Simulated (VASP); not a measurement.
# TaGe3Ru (P4/mmm) in VASP: single point with PBE

Aim: the single point of TaGe3Ru with PBE.

Everything below comes from runs of VASP 6.6.1. Logs are shortened: lines on timing, memory, paths and dates and some standing lists are left out, and cuts for length are marked.

## (1) The cell of the first run

The structure is tetragonal, space group P4/mmm (No. 123). Conventional cell: a = 3.472 Å, b = 3.472 Å, c = 7.719 Å, α = 90.00°, β = 90.00°, γ = 90.00°. Ta (site symmetry 4/mmm) has 4 Ge at 2.46 Å within 3.2 Å. Within 3.6 Å of Ge (site symmetry 4mm) lie 6 Ge at 2.57 to 3.47 Å and 4 Ru at 2.77 Å and 4 Ta at 3.56 Å. Within 3.2 Å of Ge (site symmetry 4/mmm) lie 4 Ta at 2.46 Å and 2 Ge at 2.57 Å. Ru (site symmetry 4/mmm) has 8 Ge at 2.77 Å and 4 Ru at 3.47 Å within 3.7 Å.

The cell was built from a structure type or drawn by symmetry, and may not be a known phase.

## (2) Single point, PBE, collinear spin, ferromagnetic start

File INCAR:

```
SYSTEM = TaGe3Ru
ALGO = Normal ; EDIFF = 1E-7
ENCUT = 520 ; GGA = PE
ISIF = 2 ; ISMEAR = 0
ISPIN = 2 ; LASPH = .True.
LCHARG = .False. ; LMAXMIX = 4
LORBIT = 11 ; LREAL = .False.
LWAVE = .False. ; MAGMOM = 0 0 0 0 1
NBANDS = 46 ; NELM = 150
PREC = Accurate ; SIGMA = 0.1
```

File KPOINTS:

```
k-points
0
Gamma
  6 6 2
  0 0 0
```

File POSCAR:

```
TaGe3Ru
1.0
    3.4723929213      0.0000000000      0.0000000000
    0.0000000000      3.4723929213      0.0000000000
    0.0000000000      0.0000000000      7.7191885930
Ta Ge Ru
1 3 1
Direct
    0.5000000000      0.5000000000      0.5000000000
    0.0000000000      0.0000000000      0.8333779727
    0.0000000000      0.0000000000      0.1666220273
    0.0000000000      0.0000000000      0.5000000000
    0.5000000000      0.5000000000      0.0000000000
```

Potentials or basis: VASP PAW PBE potentials, release 64 (Ta_pv, Ge_d, Ru_pv).

On the command line:

```
> cat potpaw_PBE.64/Ta_pv/POTCAR potpaw_PBE.64/Ge_d/POTCAR potpaw_PBE.64/Ru_pv/POTCAR > POTCAR
> mpirun -np 1 vasp_std > vasp.out
```

OUTCAR:

```text
SYSTEM = TaGe3Ru
   EDIFF = 1E-7
   ENCUT = 520
   GGA = PE
   ISIF = 2
   ISMEAR = 0
   ISPIN = 2
   LASPH = .True.
   LORBIT = 11
   LREAL = .False.
   NELM = 150
   PREC = Accurate

 ion  position               nearest neighbor table
   1  0.500  0.500  0.500-   4 2.46   4 2.46   4 2.46   4 2.46
   2  0.000  0.000  0.833-   3 2.57   4 2.57   5 2.77   5 2.77   5 2.77   5 2.77
   3  0.000  0.000  0.167-   2 2.57   4 2.57   5 2.77   5 2.77   5 2.77   5 2.77
   4  0.000  0.000  0.500-   1 2.46   1 2.46   1 2.46   1 2.46   3 2.57   2 2.57
   5  0.500  0.500  0.000-   2 2.77   3 2.77   2 2.77   3 2.77   2 2.77   3 2.77   2 2.77   3 2.77

  LATTYP: Found a simple tetragonal cell.
 ALAT       =     3.4723929213
 C/A-ratio  =     2.2230170283

  Lattice vectors:

 A1 = (   3.4723929213,   0.0000000000,   0.0000000000)
 A2 = (   0.0000000000,   3.4723929213,   0.0000000000)
 A3 = (   0.0000000000,   0.0000000000,   7.7191885930)

Analysis of symmetry for initial positions (statically):
=====================================================================
 Subroutine PRICEL returns:
 Original cell was already a primitive cell.

 Routine SETGRP: Setting up the symmetry group for a
 simple tetragonal supercell.

 Subroutine GETGRP returns: Found 16 space group operations
 (whereof 16 operations were pure point group operations)
 out of a pool of 16 trial point group operations.

The static configuration has the point symmetry D_4h.

Analysis of symmetry for dynamics (positions and initial velocities):
=====================================================================
 Subroutine PRICEL returns:
 Original cell was already a primitive cell.

 Routine SETGRP: Setting up the symmetry group for a
 simple tetragonal supercell.

 Subroutine GETGRP returns: Found 16 space group operations
 (whereof 16 operations were pure point group operations)
 out of a pool of 16 trial point group operations.

The dynamic configuration has the point symmetry D_4h.

Analysis of structural, dynamic, and magnetic symmetry:
=====================================================================
 Subroutine PRICEL returns:
 Original cell was already a primitive cell.

 Routine SETGRP: Setting up the symmetry group for a
 simple tetragonal supercell.

 Subroutine GETGRP returns: Found 16 space group operations
 (whereof 16 operations were pure point group operations)
 out of a pool of 16 trial point group operations.

The overall configuration has the point symmetry D_4h.

 Subroutine INISYM returns: Found 16 space group operations
[... 131 lines left out ...]
  energy-cutoff  :      520.00
  volume of cell :       93.07
 maximum number of plane-waves:      2540
 NGX is ok and might be reduce to    28
   NGX = 13   NGY = 13   NGZ = 29

 number of electron      67.0000020 magnetization       0.0366075

 number of electron      67.0000020 magnetization      -0.2946297

 Free energy of the ion-electron system (eV)
  ---------------------------------------------------
  ext. energy  EPLUGINS =         0.00000000
  ---------------------------------------------------
  free energy    TOTEN  =       -31.68505259 eV

  energy without entropy =      -31.67117069  energy(sigma->0) =      -31.67811164

 E-fermi :   6.8909     XC(G=0): -11.6276

 val. band max:        6.8890989205   @ k =   0.5000   0.3333   0.5000
 cond. band min:       6.9707284989   @ k =   0.1667   0.1667   0.0000
 fundamental gap:      0.0816295784
 Fermi energy:         6.8908864388

 spin component 1

 k-point     1 :       0.0000    0.0000    0.0000
  band No.  band energies     occupation
      1     -35.3046      1.00000
      2     -35.3046      1.00000
      3     -35.1980      1.00000
      4     -28.3130      1.00000
      5     -28.1705      1.00000
      6     -28.1705      1.00000
[... 949 lines left out ...]
     44      13.5098      0.00000
     45      14.0215      0.00000
 Fermi energy:         6.8908864388

 spin component 2

 k-point     1 :       0.0000    0.0000    0.0000
  band No.  band energies     occupation
      1     -35.6552      1.00000
      2     -35.6552      1.00000
      3     -35.4253      1.00000
      4     -28.2694      1.00000
      5     -28.1428      1.00000
      6     -28.1428      1.00000
[... 949 lines left out ...]
     44      13.5201      0.00000
     45      14.0221      0.00000
 [bands above 45 left out]

------------------------ aborting loop because EDIFF is reached ----------------------------------------

  FORCE on cell =-STRESS in cart. coord.  units (eV):
  Direction    XX          YY          ZZ          XY          YZ          ZX
  --------------------------------------------------------------------------------------
  -------------------------------------------------------------------------------------
  Total        0.1747106      0.1747106      0.3511638      0.0000000      0.0000000     -0.0000000
  in kB        3.0074644      3.0074644      6.0449256      0.0000000      0.0000000     -0.0000000
  external PRESSURE =       4.0199515 kB  Pullay stress =       0.0000000 kB

 VOLUME and BASIS-vectors are now :
 -----------------------------------------------------------------------------
  energy-cutoff  :      520.00
  volume of cell :       93.07
      direct lattice vectors                 reciprocal lattice vectors
     3.472392921  0.000000000  0.000000000     0.287985842  0.000000000  0.000000000
     0.000000000  3.472392921  0.000000000     0.000000000  0.287985842  0.000000000
     0.000000000  0.000000000  7.719188593     0.000000000  0.000000000  0.129547295

 POSITION                                       TOTAL-FORCE (eV/Angst)
 -----------------------------------------------------------------------------------
      1.73620      1.73620      3.85959        -0.000000     -0.000000      0.000000
      0.00000      0.00000      6.43300         0.000000      0.000000     -0.005559
      0.00000      0.00000      1.28619         0.000000      0.000000      0.005559
      0.00000      0.00000      3.85959        -0.000000     -0.000000      0.000000
      1.73620      1.73620      0.00000        -0.000000     -0.000000      0.000000
 -----------------------------------------------------------------------------------
    total drift:                                0.000000      0.000000      0.000000

  FREE ENERGIE OF THE ION-ELECTRON SYSTEM (eV)
  ---------------------------------------------------
  free  energy   TOTEN  =       -31.6850525873 eV

  energy  without entropy=      -31.6711706946  energy(sigma->0) =      -31.67811164

 total charge

# of ion       s       p       d       tot
------------------------------------------
    1        0.298   6.139   2.436   8.873
    2        1.201   0.988  10.044  12.233
    3        1.201   0.988  10.044  12.233
    4        1.176   1.502  10.109  12.786
    5        0.248   6.135   6.061  12.444
--------------------------------------------------
tot          4.124  15.752  38.693  58.569

 magnetization (x)

# of ion       s       p       d       tot
------------------------------------------
    1        0.003   0.001   0.049   0.052
    2        0.000   0.009   0.002   0.011
    3        0.000   0.009   0.002   0.011
    4        0.000  -0.001   0.003   0.003
    5       -0.005  -0.001  -0.400  -0.406
--------------------------------------------------
tot         -0.002   0.017  -0.345  -0.330
```

It took 4.5 min on 1 thread of AMD EPYC 7R43 (Zen 3), shared host; peak memory 0.29 GiB.

Results:

```
Free energy                                           : -31.6851 eV
Pressure                                              : 0.4 GPa
Largest force                                         : 0.006 eV/Å
Net moment                                            : -0.29 μB per cell
Site moments                                          : Ta +0.05; Ge +0.01, +0.00 (each value once); Ru -0.41 μB
Valence electrons inside the program's atomic spheres : Ta 8.87; Ge 12.23, 12.79 (each value once); Ru 12.44
```

Forces in eV/Å, atoms in the order of the input:
```
Ta   0.000  0.000  0.000
Ge   0.000  0.000 -0.006
Ge   0.000  0.000  0.006
Ge   0.000  0.000  0.000
Ru   0.000  0.000  0.000
```

Stress tensor (GPa, compression positive):
```
0.30 0.00 0.00
0.00 0.30 0.00
0.00 0.00 0.60
```

Caveat: the k points lie up to 0.41 Å⁻¹ apart; spin-orbit coupling is left out, which moves the levels of the heavy elements.
